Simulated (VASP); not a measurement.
Input of a VASP 6.6.1 run:

Contents of INCAR:

```
SYSTEM = HC4
PREC = Accurate
ENCUT = 520
EDIFF = 1E-7
ISMEAR = 0
SIGMA = 0.1
LREAL = .FALSE.
LASPH = .TRUE.
NELM = 100
ALGO = Normal
ISIF = 2
LWAVE = .FALSE.
LCHARG = .FALSE.
LDIPOL = .TRUE.
IDIPOL = 3
DIPOL = 0.5 0.5 0.231
GGA = PE
IVDW = 12
NBANDS = 28
```

KPOINTS

```
regular mesh
0
G
  6 6 1
  0 0 0
```

POSCAR

```
HC4
1.0
    4.9313048819      0.0000000000      0.0000000000
   -2.4656524409      4.2706353015      0.0000000000
    0.0000000000      0.0000000000     18.0000331942
C H
8 2
Direct
    0.3333333333      0.1666666667      0.2222236565
    0.3333333333      0.6666666667      0.2222236565
    0.8333333333      0.1666666667      0.2222236565
    0.8333333333      0.6666666667      0.2222236565
    0.1666666667      0.3333333333      0.2222218124
    0.1666666667      0.8333333333      0.2222218124
    0.6666666667      0.3333333333      0.2222218124
    0.6666666667      0.8333333333      0.2222218124
    0.1067198858      0.1666666667      0.2650013554
    0.5599467808      0.1666666667      0.2650013554
```

Potentials or basis: VASP PAW PBE potentials, release 64 (C, H).

Launch:

```sh
$ cat potpaw_PBE.64/C/POTCAR potpaw_PBE.64/H/POTCAR > POTCAR
$ mpirun -np 1 vasp_std > vasp.out
```

**Question.** What does it give for the largest force?

**Answer.** 5.812 eV/Å.

**Question.** Predict the dispersion energy per atom.

**Answer.** -0.077 eV.

**Question.** Predict the band gap on the k mesh.

**Answer.** Zero (bands 17 and 18 overlap by 0.63 eV).

Forces in eV/Å, atoms in the order of the input:
```
C    0.000 -2.475 -3.814
C   -0.024  1.622  0.496
C    0.000 -2.208 -2.873
C    0.024  1.622  0.496
C   -1.006  2.508 -2.468
C    0.000 -1.509 -0.557
C    1.006  2.508 -2.468
C    0.000 -0.445 -0.315
H    0.209 -0.812  5.752
H   -0.209 -0.812  5.752
```
